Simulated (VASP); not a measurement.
**C (a cell with a defect): single point with PBEsol**

System: C (a cell with a defect).

```
C
1.0
     0.00000    3.55380   -3.55380
    -3.55380    0.00000   -3.55380
    -3.55380    3.55380    0.00000
C
15
Direct
  0.25000 0.75000 0.25000
  0.75000 0.25000 0.25000
  0.25000 0.25000 0.25000
  0.75000 0.75000 0.75000
  0.25000 0.75000 0.75000
  0.75000 0.25000 0.75000
  0.25000 0.25000 0.75000
  0.87500 0.37500 0.37500
  0.37500 0.37500 0.37500
  0.95541 0.95541 0.21417
  0.37500 0.87500 0.37500
  0.87500 0.37500 0.87500
  0.37500 0.37500 0.87500
  0.87500 0.87500 0.87500
  0.37500 0.87500 0.87500
```

This cell differs from its parent crystal: atoms taken out, atom 10 moved 0.000 of the way to it and -0.700 Å across, host rigid.

```
Program                : VASP 6.6.1
Task                   : single point
Functional             : PBEsol
Potentials or basis    : VASP PAW PBE potentials, release 64 (C)
Cutoff                 : 520 eV
k mesh                 : 6 × 6 × 6
Occupations            : gaussian, width 0.05 eV
Spin                   : no spin polarisation
Dipole correction      : no
Further INCAR settings : LREAL = Auto; ALGO = Normal; EDIFF = 1e-06; NBANDS = 43
```

| Item | Value |
| --- | --- |
| Pressure | 6.3 GPa |
| Largest force | 9.713 eV/Å |
| Band gap on the k mesh | zero (bands 30 and 31 overlap by 0.86 eV) |

Forces on the atoms (eV/Å):
```
C    1.804  2.632 -3.054
C   -2.632 -1.804 -3.054
C    0.071 -0.071 -0.793
C   -2.012  2.012  0.781
C    0.671  0.174 -0.332
C   -0.174 -0.671 -0.332
C    0.104 -0.104 -0.662
C    0.660  1.091  1.970
C    0.256 -0.256  1.121
C   -2.324  2.324  9.140
C   -1.091 -0.660  1.970
C    0.027 -3.111 -2.491
C   -0.128  0.128 -0.028
C    1.657 -1.657 -1.744
C    3.111 -0.027 -2.491
```

Stress tensor (GPa, compression positive):
```
 0.98  4.87 -6.23
 4.87  0.98  6.23
-6.23  6.23 16.93
```

Levels at points of the mesh, in eV from the Fermi level:
```csv
k point,band 26,band 27,band 28,band 29,band 30,band 31,band 32,band 33,band 34,band 35
"(0.00, 0.00, 0.00)",-2.54,-2.04,-1.89,-0.53,0.14,0.69,1.88,3.23,4.32,4.33
"(0.50, 0.00, 0.00)",-3.93,-2.80,-2.64,-2.02,-1.64,0.51,1.63,2.66,5.15,5.34
"(0.00, 0.00, 0.50)",-4.44,-3.08,-2.43,-2.33,-1.88,1.20,1.31,2.94,5.33,5.37
"(0.50, 0.50, 0.50)",-4.12,-3.90,-3.34,-1.46,0.15,0.50,1.70,2.65,5.27,5.34
"(0.50, 0.50, 0.00)",-4.24,-4.17,-3.64,-2.47,-2.28,0.85,1.25,2.75,3.97,5.63
"(0.00, 0.50, 0.50)",-4.42,-3.84,-3.14,-1.40,-0.90,-0.38,1.50,2.43,4.47,5.26
```

It took 11 min on 1 thread of Intel(R) Xeon(R) Platinum 8488C (Sapphire Rapids), with other jobs on the host, peak memory 0.31 GiB.

Caveat: the cell differs from its parent crystal (atoms taken out, atom 10 moved 0.000 of the way to it and -0.700 Å across, host rigid); the PAW data sets were made with another functional, which shifts forces and pressure a little.
